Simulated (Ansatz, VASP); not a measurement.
## Be2Co in VASP and in Ansatz

Contents of INCAR:

```
SYSTEM = Be2Co
ALGO = Normal
EDIFF = 1E-6
ENCUT = 690
GGA = PE
GGA_COMPAT = .FALSE.
ISIF = 2
ISMEAR = 0
ISPIN = 2
LASPH = .TRUE.
LCHARG = .TRUE.
LELF = .TRUE.
LMAXMIX = 4
LORBIT = 11
LREAL = .FALSE.
LVHAR = .TRUE.
LWAVE = .FALSE.
MAGMOM = 0 0 1.19
NBANDS = 22
NELM = 200
PREC = Accurate
SIGMA = 0.002
```

File KPOINTS:

```
k-points
0
G
  6 6 6
  0 0 0
```

File POSCAR:

```
Be2Co
1.0
    0.0000000000      1.9194920000      5.3325430000
    1.3384940000      0.0000000000      5.3325430000
    1.3384940000      1.9194920000      0.0000000000
Be Co
2 1
Direct
    0.3360580000      0.3360580000      0.6639420000
    0.6639420000      0.6639420000      0.3360580000
    0.0000000000      0.0000000000      0.0000000000
```

Input for Ansatz:

```yaml
crystal:
  lattice:
    - [0.0, 1.919492, 5.332543]
    - [1.338494, 0.0, 5.332543]
    - [1.338494, 1.919492, 0.0]
  atoms:
    - { symbol: Be, position: [0.336058, 0.336058, 0.663942] }
    - { symbol: Be, position: [0.663942, 0.663942, 0.336058] }
    - { symbol: Co, position: [0.0, 0.0, 0.0], spin: 1.19 }
basis:
  ecutwfc: 420
kpoints:
  mp_grid: { grid: [6, 6, 6] }
hamiltonian:
  xc: pbe
scf:
  occupations: { method: gaussian, width: 0.002 }
  lower_state_search: "off"
output:
  forces: true
  stress: true
  eigenvalues: true
  populations: true
magnetization:
  spin_polarized: true
```

Alike in both runs: task single point; functional PBE; k mesh 6 × 6 × 6; occupations gaussian, width 0.002 eV; collinear spin.

|  | VASP | Ansatz |
| --- | --- | --- |
| version | VASP 6.6.1 | Ansatz 0.2.0 |
| potentials or method | VASP PAW PBE potentials, release 64 (Be, Co_sv), cutoff 690 eV | scalar-relativistic, plane waves, PAW |
| valence electrons in the cell | 21 | 21 |

```csv
,VASP,Ansatz,Ansatz less VASP
gap on the k mesh at the Fermi level (eV),none,none,-
pressure (GPa),-0.7,-0.6,+0.15
"traceless stress, the component that is largest in VASP (GPa)",-2.50,-2.32,+0.185
rms of the force components (eV/Å),0.052,0.052,0.0000
net moment per atom (μB),0.36,0.35,0.000
size of the moment on the site where the two differ most (μB),1.08,1.08,-0.003
```

Site moments also hang on the region over which each program counts them. Atom by atom the forces differ by 0.000 eV/Å (rms over components). A gap of «none» marks a metal or a gap that the smearing closes. With one functional, cell and mesh, what is left measures potentials, basis and numerics.

The k mesh is coarse, so the values compare programs but aren't converged.
